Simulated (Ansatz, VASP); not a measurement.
**Na2Al2O: VASP beside Ansatz**

File INCAR:

```
SYSTEM = Na2Al2O
PREC = Accurate
ENCUT = 600
EDIFF = 1E-7
ISMEAR = 0
SIGMA = 0.1
LREAL = .False.
LASPH = .True.
NELM = 100
ALGO = Normal
ISIF = 3
LWAVE = .False.
LCHARG = .False.
GGA = PE
IBRION = 2
NSW = 100
EDIFFG = -0.01
```

File KPOINTS:

```
Automatic mesh
0
Gamma
  12 12 12
  0 0 0
```

File POSCAR:

```
Na2Al2O
1.0
    2.2071152907      1.2742786072      6.5837210599
   -2.2071152907      1.2742786072      6.5837210599
    0.0000000000     -2.5485572145      6.5837210599
Na Al O
2 2 1
Direct
    0.6131387625      0.6131387625      0.6131387625
    0.3868612375      0.3868612375      0.3868612375
    0.1870339961      0.1870339961      0.1870339961
    0.8129660039      0.8129660039      0.8129660039
    0.5000000000      0.5000000000      0.5000000000
```

Input for Ansatz:

```yaml
crystal:
  lattice:
    - [2.2071152907, 1.2742786072, 6.5837210599]
    - [-2.2071152907, 1.2742786072, 6.5837210599]
    - [0.0, -2.5485572145, 6.5837210599]
  atoms:
    - { symbol: Na, position: [0.6131387625, 0.6131387625, 0.6131387625] }
    - { symbol: Na, position: [0.3868612375, 0.3868612375, 0.3868612375] }
    - { symbol: Al, position: [0.1870339961, 0.1870339961, 0.1870339961] }
    - { symbol: Al, position: [0.8129660039, 0.8129660039, 0.8129660039] }
    - { symbol: O, position: [0.5, 0.5, 0.5] }
basis:
  ecutwfc: 420
kpoints:
  mp_grid: { grid: [12, 12, 12] }
hamiltonian:
  xc: pbe
scf:
  occupations: { method: gaussian, width: 0.1 }
output:
  forces: true
  stress: true
  eigenvalues: true
  write_density: true
  write_potential: true
  elf: true
  volumetric_format: npy
relax:
  adjacent_minimum: "off"
  f_tol: 0.01
  max_steps: 80
  cell: { stress_tol: 0.05 }
```

Alike in both runs: task relaxation of cell and atoms; functional PBE; k mesh 12 × 12 × 12; occupations gaussian, width 0.1 eV; no spin polarisation.

|  | VASP | Ansatz |
| --- | --- | --- |
| version | VASP 6.6.1 | Ansatz 0.2.0 |
| potentials or method | VASP PAW PBE potentials, release 64 (Na_pv, Al, O), cutoff 600 eV | scalar-relativistic, plane waves, PAW |
| valence electrons in the cell | 26 | 30 |

```tsv
	VASP	Ansatz	Ansatz less VASP
gap on the k mesh at the Fermi level, each at its own relaxed structure (eV)	none	none	-
relaxed volume (Å³/atom)	22.07	22.02	-0.044
relaxed cell length with the largest relative difference (Å)	7.423	7.323	-0.1000
```

A gap of «none» marks a metal or a gap that the smearing closes. VASP's potentials hold 26 valence electrons a cell and Ansatz's 30, so a difference there can come from the potentials and not from the codes.
